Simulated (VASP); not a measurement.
# ZnPdC4N4 (P4/mmm) in VASP: single point with PBE

Aim: the single point of ZnPdC4N4 with PBE.

All numbers are computed with VASP 6.6.1; they aren't measurements. Logs are shortened: lines on timing, memory, paths and dates and some standing lists are left out, and cuts for length are marked.

## Step 1: The cell of the first run

Symmetry: P4/mmm, No. 123, tetragonal system. The conventional cell has a = 7.319 Å, b = 7.319 Å, c = 4.767 Å, α = 90.00°, β = 90.00°, γ = 90.00°. Within 2.7 Å of Zn (site symmetry 4/mmm) lie 4 N at 2.03 Å. Pd (site symmetry 4/mmm) has 4 C at 1.98 Å within 2.6 Å. Within 1.6 Å of C (site symmetry m2m) lie 1 N at 1.16 Å. Within 1.6 Å of N (site symmetry m2m) lie 1 C at 1.16 Å.

## Step 2: Single point, PBE

Contents of INCAR:

```
SYSTEM = ZnPdC4N4
PREC     = Accurate       ! precision mode
ENCUT    = 700            ! plane-wave cutoff, eV
EDIFF    = 1E-6           ! SCF threshold, eV
ISMEAR   = 0              ! smearing method
SIGMA    = 0.02           ! smearing width, eV
LREAL    = .FALSE.        ! projectors in reciprocal space
LASPH    = .TRUE.         ! aspherical terms in the spheres
NELM     = 120            ! most SCF steps
ALGO     = Normal         ! electronic algorithm
ISIF     = 2              ! what is computed and relaxed
LWAVE    = .FALSE.        ! write WAVECAR
LCHARG   = .FALSE.        ! write CHGCAR
GGA      = PE             ! functional
NBANDS   = 44             ! bands
GGA_COMPAT= .FALSE.
```

Contents of KPOINTS:

```
regular mesh
0
G
  4 4 6
  0 0 0
```

Contents of POSCAR:

```
ZnPdC4N4
1.0
    7.3191047320      0.0000000000      0.0000000000
    0.0000000000      7.3191047320      0.0000000000
    0.0000000000      0.0000000000      4.7672854192
Zn Pd C N
1 1 4 4
Direct
    0.5000000000      0.5000000000      0.0000000000
    0.0000000000      0.0000000000      0.0000000000
    0.1916488787      0.8083511213      0.0000000000
    0.8083511213      0.1916488787      0.0000000000
    0.1916488787      0.1916488787      0.0000000000
    0.8083511213      0.8083511213      0.0000000000
    0.3041900277      0.6958099723      0.0000000000
    0.6958099723      0.3041900277      0.0000000000
    0.3041900277      0.3041900277      0.0000000000
    0.6958099723      0.6958099723      0.0000000000
```

Potentials or basis: VASP PAW PBE potentials, release 64 (Zn, Pd_sv_GW, C, N).

Run with:

```
$ cat potpaw_PBE.64/Zn/POTCAR potpaw_PBE.64/Pd_sv_GW/POTCAR potpaw_PBE.64/C/POTCAR potpaw_PBE.64/N/POTCAR > POTCAR
$ mpirun -np 1 vasp_std > vasp.out
```

OUTCAR:

```text
SYSTEM = ZnPdC4N4
   PREC = Accurate
   ENCUT = 700
   EDIFF = 1E-6
   ISMEAR = 0
   LREAL = .FALSE.
   LASPH = .TRUE.
   NELM = 120
   ISIF = 2
   GGA = PE

 ion  position               nearest neighbor table
   1  0.500  0.500  0.000-   7 2.03   8 2.03   9 2.03  10 2.03
   2  0.000  0.000  0.000-   3 1.98   4 1.98   5 1.98   6 1.98
   3  0.192  0.808  0.000-   7 1.16   2 1.98
   4  0.808  0.192  0.000-   8 1.16   2 1.98
   5  0.192  0.192  0.000-   9 1.16   2 1.98
   6  0.808  0.808  0.000-  10 1.16   2 1.98
   7  0.304  0.696  0.000-   3 1.16   1 2.03
   8  0.696  0.304  0.000-   4 1.16   1 2.03
   9  0.304  0.304  0.000-   5 1.16   1 2.03
  10  0.696  0.696  0.000-   6 1.16   1 2.03

  LATTYP: Found a simple tetragonal cell.
 ALAT       =     7.3191047320
 C/A-ratio  =     0.6513481626

  Lattice vectors:

 A1 = (   7.3191047320,   0.0000000000,   0.0000000000)
 A2 = (   0.0000000000,   7.3191047320,   0.0000000000)
 A3 = (   0.0000000000,   0.0000000000,   4.7672854192)

Analysis of symmetry for initial positions (statically):
=====================================================================
 Subroutine PRICEL returns:
 Original cell was already a primitive cell.

 Routine SETGRP: Setting up the symmetry group for a
 simple tetragonal supercell.

 Subroutine GETGRP returns: Found 16 space group operations
 (whereof 16 operations were pure point group operations)
 out of a pool of 16 trial point group operations.

The static configuration has the point symmetry D_4h.

Analysis of symmetry for dynamics (positions and initial velocities):
=====================================================================
 Subroutine PRICEL returns:
 Original cell was already a primitive cell.

 Routine SETGRP: Setting up the symmetry group for a
 simple tetragonal supercell.

 Subroutine GETGRP returns: Found 16 space group operations
 (whereof 16 operations were pure point group operations)
 out of a pool of 16 trial point group operations.

The dynamic configuration has the point symmetry D_4h.

 Subroutine INISYM returns: Found 16 space group operations
 (whereof 16 operations are pure point group operations),
 and found     1 'primitive' translations

----------------------------------------------------------------------------------------

                                     Primitive cell

  volume of cell :     255.3801

  direct lattice vectors                    reciprocal lattice vectors
     7.319104732  0.000000000  0.000000000     0.136628732  0.000000000  0.000000000
     0.000000000  7.319104732  0.000000000     0.000000000  0.136628732  0.000000000
     0.000000000  0.000000000  4.767285419     0.000000000  0.000000000  0.209762981

  length of vectors
     7.319104732  7.319104732  4.767285419     0.136628732  0.136628732  0.209762981

  position of ions in fractional coordinates (direct lattice)
     0.500000000  0.500000000  0.000000000
     0.000000000  0.000000000  0.000000000
     0.191648879  0.808351121  0.000000000
     0.808351121  0.191648879  0.000000000
     0.191648879  0.191648879  0.000000000
     0.808351121  0.808351121  0.000000000
     0.304190028  0.695809972  0.000000000
     0.695809972  0.304190028  0.000000000
     0.304190028  0.304190028  0.000000000
     0.695809972  0.695809972  0.000000000

  ion indices of the primitive-cell ions
   primitive index   ion index
                 1           1
                 2           2
                 3           3
                 4           4
                 5           5
                 6           6
                 7           7
                 8           8
                 9           9
                10          10

----------------------------------------------------------------------------------------

 KPOINTS: regular mesh

Automatic generation of k-mesh.
 Grid dimensions read from file:
 generate k-points for:    4    4    6

 Generating k-lattice:

  Cartesian coordinates                     Fractional coordinates (reciprocal lattice)
     0.034157183  0.000000000  0.000000000     0.250000000  0.000000000  0.000000000
     0.000000000  0.034157183  0.000000000     0.000000000  0.250000000  0.000000000
     0.000000000  0.000000000  0.034960497     0.000000000  0.000000000  0.166666667

  Length of vectors
     0.034157183  0.034157183  0.034960497

  Shift w.r.t. Gamma in fractional coordinates (k-lattice)
     0.000000000  0.000000000  0.000000000

 Subroutine IBZKPT returns following result:
 ===========================================

 Found     24 irreducible k-points:

 Following reciprocal coordinates:
            Coordinates               Weight
  0.000000  0.000000  0.000000      1.000000
  0.250000  0.000000  0.000000      4.000000
  0.500000  0.000000  0.000000      2.000000
  0.250000  0.250000  0.000000      4.000000
  0.500000  0.250000  0.000000      4.000000
  0.500000  0.500000  0.000000      1.000000
[... 16 lines left out ...]
  0.500000  0.250000  0.500000      4.000000
  0.500000  0.500000  0.500000      1.000000
   k-points           NKPTS =     24   k-points in BZ     NKDIM =     24   number of bands    NBANDS=     44
   number of dos      NEDOS =    301   number of ions     NIONS =     10
   total plane-waves  NPLWV = 172032
   dimension x,y,z NGX =    64 NGY =   64 NGZ =   42
   dimension x,y,z NGXF=   128 NGYF=  128 NGZF=   84
   ions per type =               1   1   4   4
   NGX,Y,Z   is equivalent  to a cutoff of  14.54, 14.54, 14.65 a.u.
   NGXF,Y,Z  is equivalent  to a cutoff of  29.07, 29.07, 29.29 a.u.
 SYSTEM =  ZnPdC4N4
   PREC   = accura    normal or accurate (medium, high low for compatibility)
   ISTART =      0    job   : 0-new  1-cont  2-samecut
   ICHARG =      2    charge: 1-file 2-atom 10-const
   ISPIN  =      1    spin polarized calculation?
   LNONCOLLINEAR =      F non collinear calculations
   LSORBIT =      F    spin-orbit coupling
   LASPH  =      T    aspherical Exc in radial PAW
   ENCUT  =  700.0 eV  51.45 Ry    7.17 a.u.  15.79 15.79 10.28*2*pi/ulx,y,z
   NELM   =    120;   NELMIN=  2; NELMDL= -5     # of ELM steps
   EDIFF  = 0.1E-05   stopping-criterion for ELM
   LREAL  =      F    real-space projection
   EDIFFG = 0.1E-04   stopping-criterion for IOM
   NSW    =      0    number of steps for IOM
   IBRION =     -1    ionic relax: 0-MD 1-quasi-New 2-CG
   NFREE  =      0    steps in history (QN), initial steepest desc. (CG)
   ISIF   =      2    stress and relaxation
   ISYM   =      2    0-nonsym 1-usesym 2-fastsym
   POTIM  = 0.5000    time-step for ionic-motion
   TEBEG  =    0.0;   TEEND  =   0.0 temperature during run
   PSTRESS=    0.0 pullay stress
   NELECT =      66.0000    total number of electrons
   NUPDOWN=      -1.0000    fix difference up-down
   EMIN   =  10.00;   EMAX   =-10.00  energy-range for DOS
   EFERMI =   0.00;   METHOD = LEGACY
   ISMEAR =     0;   SIGMA  =   0.02  broadening in eV -4-tet -1-fermi 0-gaus
   EFERMI_NEDOS =   21; number of points for ismear=-14 and -15
   IALGO  =     38    algorithm
   IMIX   =      4    mixing-type and parameters
     AMIX     =   0.40;   BMIX     =  1.00
     AMIX_MAG =   1.60;   BMIX_MAG =  1.00
  volume/ion in A,a.u.               =      25.54       172.34
  Fermi-wavevector in a.u.,A,eV,Ry     =   1.042783  1.970573 14.794915  1.087396
  Thomas-Fermi vector in A             =   2.177463
   LORBIT       =      0    0 simple, 1 ext, 2 COOP (PROOUT), +10 PAW based schemes
   GGA     = PE    functional components
   LHFCALC =     F    Hartree Fock is set to
   AEXX    =    0.0000 exact exchange contribution
   IVDW    =     0    specifies the selected vdW correction
   LEPSILON=     F    determine dielectric tensor
   LRPA    =     F    only Hartree local field effects (RPA)
 non-spin polarized calculation
 Gauss-broadening in eV      SIGMA  =   0.02
  energy-cutoff  :      700.00
  volume of cell :      255.38
 maximum number of plane-waves:     10776
 NGX is ok and might be reduce to    64
   NGX = 31   NGY = 31   NGZ = 21

 number of electron      65.9999993 magnetization

 Free energy of the ion-electron system (eV)
  ---------------------------------------------------
  ext. energy  EPLUGINS =         0.00000000
  ---------------------------------------------------
  free energy    TOTEN  =       -72.19687183 eV

  energy without entropy =      -72.19687183  energy(sigma->0) =      -72.19687183

 E-fermi :  -3.1678     XC(G=0):  -6.2388

 val. band max:       -3.2668166900   @ k =   0.5000   0.5000   0.5000
 cond. band min:      -0.2104297016   @ k =   0.0000   0.0000   0.5000
 fundamental gap:      3.0563869883
 Fermi energy:        -3.1677904232

 k-point     1 :       0.0000    0.0000    0.0000
  band No.  band energies     occupation
      1     -86.9251      2.00000
      2     -52.9315      2.00000
      3     -52.9315      2.00000
      4     -51.9928      2.00000
      5     -19.6296      2.00000
      6     -19.4735      2.00000
[... 36 lines left out ...]
     43       3.4905      0.00000
     44       4.9484      0.00000

 k-point     2 :       0.2500    0.0000    0.0000
  band No.  band energies     occupation
      1     -86.9251      2.00000
      2     -52.9315      2.00000
      3     -52.9315      2.00000
      4     -51.9928      2.00000
      5     -19.6125      2.00000
      6     -19.4919      2.00000
[... 36 lines left out ...]
     43       3.6320      0.00000
     44       4.6073      0.00000

 k-point     3 :       0.5000    0.0000    0.0000
  band No.  band energies     occupation
      1     -86.9251      2.00000
      2     -52.9315      2.00000
      3     -52.9315      2.00000
      4     -51.9928      2.00000
      5     -19.5873      2.00000
      6     -19.5184      2.00000
[... 976 lines left out ...]
     43       3.9845      0.00000
     44       4.1119      0.00000

 k-point    24 :       0.5000    0.5000    0.5000
  band No.  band energies     occupation
      1     -86.9251      2.00000
      2     -52.9315      2.00000
      3     -52.9315      2.00000
      4     -51.9928      2.00000
      5     -19.5634      2.00000
      6     -19.4715      2.00000
[... 36 lines left out ...]
     43       3.8150      0.00000
     44       4.5070      0.00000

------------------------ aborting loop because EDIFF is reached ----------------------------------------

  FORCE on cell =-STRESS in cart. coord.  units (eV):
  Direction    XX          YY          ZZ          XY          YZ          ZX
  --------------------------------------------------------------------------------------
  -------------------------------------------------------------------------------------
  Total        0.7389723      0.7389723     -0.1141124      0.0000000      0.0000000      0.0000000
  in kB        4.6360879      4.6360879     -0.7159064      0.0000000      0.0000000      0.0000000
  external PRESSURE =       2.8520898 kB  Pullay stress =       0.0000000 kB

 VOLUME and BASIS-vectors are now :
 -----------------------------------------------------------------------------
  energy-cutoff  :      700.00
  volume of cell :      255.38
      direct lattice vectors                 reciprocal lattice vectors
     7.319104732  0.000000000  0.000000000     0.136628732  0.000000000  0.000000000
     0.000000000  7.319104732  0.000000000     0.000000000  0.136628732  0.000000000
     0.000000000  0.000000000  4.767285419     0.000000000  0.000000000  0.209762981

 POSITION                                       TOTAL-FORCE (eV/Angst)
 -----------------------------------------------------------------------------------
      3.65955      3.65955      0.00000         0.000000     -0.000000     -0.000000
      0.00000      0.00000      0.00000         0.000000     -0.000000     -0.000000
      1.40270      5.91641      0.00000        -0.275800      0.275800      0.000000
      5.91641      1.40270      0.00000         0.275800     -0.275800     -0.000000
      1.40270      1.40270      0.00000        -0.275800     -0.275800      0.000000
      5.91641      5.91641      0.00000         0.275800      0.275800     -0.000000
      2.22640      5.09271      0.00000         0.244370     -0.244370     -0.000000
      5.09271      2.22640      0.00000        -0.244370      0.244370      0.000000
      2.22640      2.22640      0.00000         0.244370      0.244370     -0.000000
      5.09271      5.09271      0.00000        -0.244370     -0.244370     -0.000000
 -----------------------------------------------------------------------------------
    total drift:                               -0.000000     -0.000000     -0.000000

  FREE ENERGIE OF THE ION-ELECTRON SYSTEM (eV)
  ---------------------------------------------------
  free  energy   TOTEN  =       -72.1968718314 eV

  energy  without entropy=      -72.1968718314  energy(sigma->0) =      -72.19687183
```

Run time: 13 min. Hardware: 1 thread of AMD EPYC 7R43 (Zen 3), shared host; peak memory 0.71 GiB.

What came out:

- Free energy: -72.1969 eV
- Pressure: 0.3 GPa
- Largest force: 0.390 eV/Å
- Band gap on the k mesh: 3.06 eV (least direct gap 3.18 eV)

Forces on the atoms (eV/Å):
```
Zn   0.000  0.000  0.000
Pd   0.000  0.000  0.000
C   -0.276  0.276  0.000
C    0.276 -0.276  0.000
C   -0.276 -0.276  0.000
C    0.276  0.276  0.000
N    0.244 -0.244  0.000
N   -0.244  0.244  0.000
N    0.244  0.244  0.000
N   -0.244 -0.244  0.000
```

Levels at points of the mesh, in eV from the valence-band top:
```tsv
k point	band 30	band 31	band 32	band 33	band 34	band 35	band 36	band 37
(0.00, 0.00, 0.00)	-1.19	-0.75	-0.75	-0.43	3.96	4.77	5.48	5.63
(0.50, 0.00, 0.00)	-0.93	-0.72	-0.66	-0.40	4.60	4.77	5.35	5.53
(0.50, 0.50, 0.00)	-0.75	-0.75	-0.69	-0.30	4.13	4.92	5.12	6.06
(0.00, 0.00, 0.50)	-1.18	-0.80	-0.80	-0.12	3.06	4.84	5.68	5.71
(0.50, 0.00, 0.50)	-0.95	-0.76	-0.65	-0.09	3.90	4.35	4.69	5.68
(0.50, 0.50, 0.50)	-0.80	-0.80	-0.69	0.00	4.02	4.16	4.36	6.10
```

A k mesh can miss the band edges.
